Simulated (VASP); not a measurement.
A run of VASP 6.6.1 is set up as follows.

INCAR

```
SYSTEM = Ge
PREC     = Accurate       ! precision mode
ENCUT    = 600            ! plane-wave cutoff, eV
EDIFF    = 1E-6           ! SCF threshold, eV
ISMEAR   = -1             ! smearing method
SIGMA    = 0.1            ! smearing width, eV
LREAL    = .False.        ! projectors in reciprocal space
LASPH    = .True.         ! aspherical terms in the spheres
NELM     = 80             ! most SCF steps
ALGO     = Normal         ! electronic algorithm
ISIF     = 3              ! what is computed and relaxed
LWAVE    = .False.        ! write WAVECAR
LCHARG   = .False.        ! write CHGCAR
IBRION   = 2              ! ionic algorithm
NSW      = 60             ! ionic steps
EDIFFG   = -0.005         ! ionic threshold
PSTRESS  = 2400.0
```

Contents of KPOINTS:

```
regular mesh
0
Gamma
  20 20 20
  0 0 0
```

POSCAR

```
Ge
1.0
   -1.3155052429      1.3155052429      1.3155052429
    1.3155052429     -1.3155052429      1.3155052429
    1.3155052429      1.3155052429     -1.3155052429
Ge
1
Direct
    0.0000000000      0.0000000000      0.0000000000
```

Potentials or basis: VASP PAW LDA potentials, release 64 (Ge_d).

Command:

```bash
$ cat potpaw_LDA.64/Ge_d/POTCAR > POTCAR
$ mpirun -np 1 vasp_std > vasp.out
```

Task: Predict the relaxed cell.

Result: a = 2.285 Å, b = 2.285 Å, c = 2.285 Å, α = 109.47°, β = 109.47°, γ = 109.47°.

Task: Predict the space group after relaxing (to 0.1 Å).

Result: Im-3m (No. 229).

Task: Estimate the band gap on the k mesh.

Result: Zero (bands 7 and 8 overlap by 25.24 eV).

Task: Estimate the relaxed volume.

Result: 9.18 Å³/atom.

Final structure:
```xyz
1
Lattice="-1.3192 1.3192 1.3192 1.3192 -1.3192 1.3192 1.3192 1.3192 -1.3192" Properties=species:S:1:pos:R:3 pbc="T T T"
Ge    0.0000    0.0000    0.0000
```

Caveat: the cell is relaxed towards a set pressure, so the run minimises the enthalpy, not the energy.
